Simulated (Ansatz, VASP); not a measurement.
**AlRu in VASP and in Ansatz**

```
Al Ru
1.0
     2.99160    0.00000    0.00000
     0.00000    2.99160    0.00000
     0.00000    0.00000    3.05143
Al Ru
1 1
Direct
  0.00000 0.00000 0.00000
  0.50000 0.50000 0.50000
```

Change from the starting cell: strain +0.0200 x Voigt [0, 0, 1, 0, 0, 0], atoms carried along.

Alike in both runs: task single point; functional PBE; k mesh 16 × 16 × 16; occupations gaussian, width 0.15 eV; no spin polarisation.

|  | VASP | Ansatz |
| --- | --- | --- |
| version | VASP 6.6.1 | Ansatz 0.2.0 |
| potentials or method | VASP PAW PBE potentials, release 64 (Al, Ru_pv), cutoff 520 eV | scalar-relativistic, plane waves, PAW |
| valence electrons in the cell | 17 | 19 |

|  | VASP | Ansatz | Ansatz less VASP |
| --- | --- | --- | --- |
| gap on the k mesh at the Fermi level (eV) | none | none | - |
| pressure (GPa) | -1.5 | -1.4 | +0.05 |
| traceless stress, the component that is largest in VASP (GPa) | -2.13 | -2.12 | +0.011 |

A gap of «none» marks a metal or a gap that the smearing closes. The functional is the same, so the differences come from potentials, cutoffs and numerics. VASP's potentials hold 17 valence electrons a cell and Ansatz's 19, so a difference there can come from the potentials and not from the codes.
